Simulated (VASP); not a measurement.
A run of VASP 6.6.1:

The input INCAR:

```
SYSTEM = O
ALGO = Normal ; EDIFF = 1E-6
ENCUT = 520 ; GGA = PS
ISIF = 2 ; ISMEAR = 0
ISPIN = 2 ; LASPH = .TRUE.
LCHARG = .FALSE. ; LORBIT = 11
LREAL = .FALSE. ; LWAVE = .FALSE.
MAGMOM = 1 1 ; NBANDS = 17
NELM = 150 ; PREC = Accurate
SIGMA = 0.01
```

Contents of KPOINTS:

```
k-points
0
G
  1 1 1
  0 0 0
```

POSCAR

```
O
1.0
   10.0000000000      0.0000000000      0.0000000000
    0.0000000000     10.5000000000      0.0000000000
    0.0000000000      0.0000000000     11.0000000000
O
2
Direct
    0.5000000000      0.5000000000      0.4449587579
    0.5000000000      0.5000000000      0.5550412421
```

Potentials or basis: VASP PAW PBE potentials, release 64 (O).

The run is started by

```bash
$ cat potpaw_PBE.64/O/POTCAR > POTCAR
$ mpirun -np 1 vasp_gam > vasp.out
```

Hardware: 1 thread of Oxide Virtual Turin-like Processor, on a shared host.

**Question.** Estimate the wall time of this run.

**Answer.** Run time: 3.8 min on 1 thread of Oxide Virtual Turin-like Processor (shared host), peak memory 1.2 GiB. Counts: scf iterations 23, k points 1.
